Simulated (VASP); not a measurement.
# Re (Cmcm) in VASP: further runs, part 2 of 2

VASP 6.6.1. Earlier steps stand in the parts before.

### 3 Single point, LDA (strain -0.0300 x Voigt [1, -1, 0, 0, 0, 0])

File INCAR:

```
PREC = Accurate ; ENCUT = 520
EDIFF = 1E-6 ; ISMEAR = 0
SIGMA = 0.15 ; LREAL = F
LASPH = T ; NELM = 100
ALGO = Normal ; ISIF = 2
LWAVE = F ; LCHARG = F
NBANDS = 14
```

File KPOINTS:

```
regular mesh
0
Gamma
  21 21 12
```

File POSCAR:

```
Re
1.0
    2.6823762872      0.0000000000      0.0000000000
   -1.3411881436      2.4666971004      0.0000000000
    0.0000000000      0.0000000000      4.4735766300
Re
2
Direct
    0.3333333333      0.6666666667      0.2500000000
    0.6666666667      0.3333333333      0.7500000000
```

Potentials or basis: VASP PAW LDA potentials, release 64 (Re).

Started as:

```sh
$ cat potpaw_LDA.64/Re/POTCAR > POTCAR
$ mpirun -np 1 vasp_std > vasp.out
```

OUTCAR:

```text
PREC = Accurate
   ENCUT = 520
   EDIFF = 1E-6
   ISMEAR = 0
   LREAL = F
   LASPH = T
   NELM = 100
   ISIF = 2

 ion  position               nearest neighbor table
   1  0.333  0.667  0.250-   2 2.73   2 2.73   2 2.73   2 2.73   2 2.78   2 2.78
   2  0.667  0.333  0.750-   1 2.73   1 2.73   1 2.73   1 2.73   1 2.78   1 2.78

  LATTYP: Found a base centered orthorhombic cell.
 ALAT       =     2.6823762872
 B/A-ratio  =     1.8391879709
 C/A-ratio  =     1.6677662457

  Lattice vectors:

 A1 = (   1.3411881436,  -2.4666971004,   0.0000000000)
 A2 = (   1.3411881436,   2.4666971004,   0.0000000000)
 A3 = (   0.0000000000,   0.0000000000,   4.4735766300)

Analysis of symmetry for initial positions (statically):
=====================================================================
 Subroutine PRICEL returns:
 Original cell was already a primitive cell.

 Routine SETGRP: Setting up the symmetry group for a
 base centered orthorhombic supercell.

 Subroutine GETGRP returns: Found  8 space group operations
 (whereof  4 operations were pure point group operations)
 out of a pool of  8 trial point group operations.

The static configuration has the point symmetry C_2h.
 The point group associated with its full space group is D_2h.

Analysis of symmetry for dynamics (positions and initial velocities):
=====================================================================
 Subroutine PRICEL returns:
 Original cell was already a primitive cell.

 Routine SETGRP: Setting up the symmetry group for a
 base centered orthorhombic supercell.

 Subroutine GETGRP returns: Found  8 space group operations
 (whereof  4 operations were pure point group operations)
 out of a pool of  8 trial point group operations.

The dynamic configuration has the point symmetry C_2h.
 The point group associated with its full space group is D_2h.

 Subroutine INISYM returns: Found  8 space group operations
 (whereof  4 operations are pure point group operations),
[... 124 lines left out ...]
   IVDW    =     0    specifies the selected vdW correction
   LEPSILON=     F    determine dielectric tensor
   LRPA    =     F    only Hartree local field effects (RPA)
 non-spin polarized calculation
 Gauss-broadening in eV      SIGMA  =   0.15
  energy-cutoff  :      520.00
  volume of cell :       29.60
 maximum number of plane-waves:       810
   NGX =  9   NGY = 11   NGZ = 17

 number of electron      14.0000000 magnetization

 Free energy of the ion-electron system (eV)
  ---------------------------------------------------
  ext. energy  EPLUGINS =         0.00000000
  ---------------------------------------------------
  free energy    TOTEN  =       -27.44842602 eV

  energy without entropy =      -27.42929532  energy(sigma->0) =      -27.43886067

 E-fermi :   7.7977     XC(G=0): -13.8083

 val. band max:        7.7977022448   @ k =   0.3810   0.1429   0.2500
 cond. band min:       7.7993258188   @ k =   0.2857   0.1429   0.5000
 fundamental gap:      0.0016235740
 Fermi energy:         7.7977101147

 k-point     1 :       0.0000    0.0000    0.0000
  band No.  band energies     occupation
      1      -1.9775      2.00000
      2       1.2048      2.00000
      3       5.5270      2.00000
      4       6.1160      2.00000
      5       6.4323      2.00000
      6       6.8854      2.00000
      7       7.6483      1.84112
      8       7.7420      1.40036
      9       8.1834      0.00028
     10       8.4844      0.00000
     11      10.8764      0.00000
     12      11.3214      0.00000
     13      17.6919      0.00000
     14      21.9910      0.00000
[... 377 lines left out ...]
      1       1.8856      2.00000
      2       2.1814      2.00000
      3       2.8240      2.00000
      4       5.5829      2.00000
      5       5.6455      2.00000
      6       6.6801      2.00000
      7       7.0920      2.00000
      8      10.7073      0.00000
      9      11.0403      0.00000
     10      11.9010      0.00000
     11      12.4590      0.00000
     12      17.2531      0.00000
     13      17.9717      0.00000
     14      19.7852      0.00000

 [... further k-points ...]

------------------------ aborting loop because EDIFF is reached ----------------------------------------

  FORCE on cell =-STRESS in cart. coord.  units (eV):
  Direction    XX          YY          ZZ          XY          YZ          ZX
  --------------------------------------------------------------------------------------
  -------------------------------------------------------------------------------------
  Total        0.3276101     -3.6844094     -2.2064424      0.0000000      0.0000000      0.0000000
  in kB       17.7328082   -199.4288865   -119.4298209      0.0000000      0.0000000      0.0000000
  external PRESSURE =    -100.3752997 kB  Pullay stress =       0.0000000 kB

 VOLUME and BASIS-vectors are now :
 -----------------------------------------------------------------------------
  energy-cutoff  :      520.00
  volume of cell :       29.60
      direct lattice vectors                 reciprocal lattice vectors
     2.682376287  0.000000000  0.000000000     0.372803773  0.202700202  0.000000000
    -1.341188144  2.466697100  0.000000000     0.000000000  0.405400404  0.000000000
     0.000000000  0.000000000  4.473576630     0.000000000  0.000000000  0.223534787

 POSITION                                       TOTAL-FORCE (eV/Angst)
 -----------------------------------------------------------------------------------
     -0.00000      1.64446      1.11839         0.000000      0.176968     -0.000000
      1.34119      0.82223      3.35518         0.000000     -0.176968      0.000000
 -----------------------------------------------------------------------------------
    total drift:                                0.000000     -0.000000      0.000000

  FREE ENERGIE OF THE ION-ELECTRON SYSTEM (eV)
  ---------------------------------------------------
  free  energy   TOTEN  =       -27.4484260238 eV

  energy  without entropy=      -27.4292953192  energy(sigma->0) =      -27.43886067
```

OSZICAR:

```text
N       E                     dE             d eps       ncg     rms          rms(c)
DAV:   1     0.827909500576E+02    0.82791E+02   -0.60474E+03 28020   0.102E+03
DAV:   2    -0.227312707777E+02   -0.10552E+03   -0.88771E+02 36784   0.349E+02
DAV:   3    -0.288596597561E+02   -0.61284E+01   -0.54798E+01 40402   0.107E+02
DAV:   4    -0.289435580993E+02   -0.83898E-01   -0.83557E-01 34036   0.819E+00
DAV:   5    -0.289440168150E+02   -0.45872E-03   -0.45862E-03 39832   0.111E+00    0.423E+01
DAV:   6    -0.278060002266E+02    0.11380E+01   -0.94205E-01 40756   0.155E+01    0.176E+01
DAV:   7    -0.274598401325E+02    0.34616E+00   -0.58122E-01 40864   0.118E+01    0.391E-01
DAV:   8    -0.274495283265E+02    0.10312E-01   -0.56944E-03 36262   0.697E-01    0.175E-01
DAV:   9    -0.274484204188E+02    0.11079E-02   -0.41146E-04 35918   0.179E-01    0.408E-02
DAV:  10    -0.274484259760E+02   -0.55572E-05   -0.39141E-05 36910   0.550E-02    0.225E-02
DAV:  11    -0.274484260238E+02   -0.47791E-07   -0.54451E-07 23522   0.101E-02
   1 F= -.27448426E+02 E0= -.27438861E+02  d E =-.191307E-01
```

Run time: 4 min. Hardware: 1 thread of Intel Xeon Platinum 8259CL at 2.50GHz (Skylake/Cascade Lake), shared host; peak memory 0.39 GiB.

Results:

- Free energy: -27.4484 eV
- Pressure: -10.0 GPa
- Largest force: 0.177 eV/Å
- Band gap on the k mesh: zero (band 7 reaches 9.53 eV, above the bottom of band 8 at 6.43 eV)

Forces on the atoms (eV/Å):
```
Re   0.000  0.177  0.000
Re   0.000 -0.177  0.000
```

Caveat: the cell differs from its parent crystal (strain -0.0300 x Voigt [1, -1, 0, 0, 0, 0]); spin-orbit coupling is left out, which moves the levels of the heavy elements.
